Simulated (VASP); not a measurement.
Here is a VASP 6.6.1 calculation.

Contents of INCAR:

```
SYSTEM = Ir
ALGO = Normal
EDIFF = 1E-6
ENCUT = 560
GGA_COMPAT = .FALSE.
ISIF = 2
ISMEAR = 0
LASPH = .TRUE.
LCHARG = .TRUE.
LELF = .TRUE.
LREAL = .FALSE.
LVHAR = .TRUE.
LWAVE = .FALSE.
NBANDS = 24
NELM = 120
PREC = Accurate
SIGMA = 0.1
```

The input KPOINTS:

```
k-points
0
G
  18 18 10
  0 0 0
```

File POSCAR:

```
Ir
1.0
    2.7052949827      0.0000000000      0.0000000000
   -1.3526474913      2.3428541797      0.0000000000
    0.0000000000      0.0000000000      4.3858578324
Ir
2
Direct
    0.6666666667      0.3333333333      0.7500000000
    0.3333333333      0.6666666667      0.2500000000
```

Potentials or basis: VASP PAW LDA potentials, release 64 (Ir_sv_GW).

Command:

```console
$ cat potpaw_LDA.64/Ir_sv_GW/POTCAR > POTCAR
$ mpirun -np 1 vasp_std > vasp.out
```

Predict the pressure.

-0.4 GPa.

Estimate the band gap on the k mesh.

zero (bands 17 and 18 overlap by 3.47 eV).

Caveat: spin-orbit coupling is left out, which moves the levels of the heavy elements.
